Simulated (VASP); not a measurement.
Here is a VASP 6.6.1 calculation.

INCAR

```
PREC = Accurate
ENCUT = 910
EDIFF = 1E-6
ISMEAR = -1
SIGMA = 0.05
LREAL = F
LASPH = T
NELM = 120
ALGO = Normal
ISIF = 2
LWAVE = F
LCHARG = T
GGA = CA
LELF = T
LVHAR = T
NBANDS = 11
GGA_COMPAT = F
```

The input KPOINTS:

```
Automatic mesh
0
Gamma
  13 13 13
```

Contents of POSCAR:

```
C
1.0
    0.0000000000      1.7469644787      1.7469644787
    1.7469644787      0.0000000000      1.7469644787
    1.7469644787      1.7469644787      0.0000000000
C
2
Direct
    0.7500000000      0.7500000000      0.7500000000
    0.5000000000      0.5000000000      0.5000000000
```

Potentials or basis: VASP PAW LDA potentials, release 64 (C_h).

Run with:

```sh
$ cat potpaw_LDA.64/C_h/POTCAR > POTCAR
$ mpirun -np 1 vasp_std > vasp.out
```

Question: Predict the band gap on the k mesh.

Answer: 4.26 eV, indirect (least direct gap 5.72 eV).

Question: Predict the pressure.

Answer: 16.7 GPa.

Caveat: the cutoff is under 1.25 times the usual one of these potentials, so pressure, stress and relaxed cells hold a basis-set (Pulay) error. Expect the measured gap to be larger: semilocal functionals such as LDA lack the derivative discontinuity.
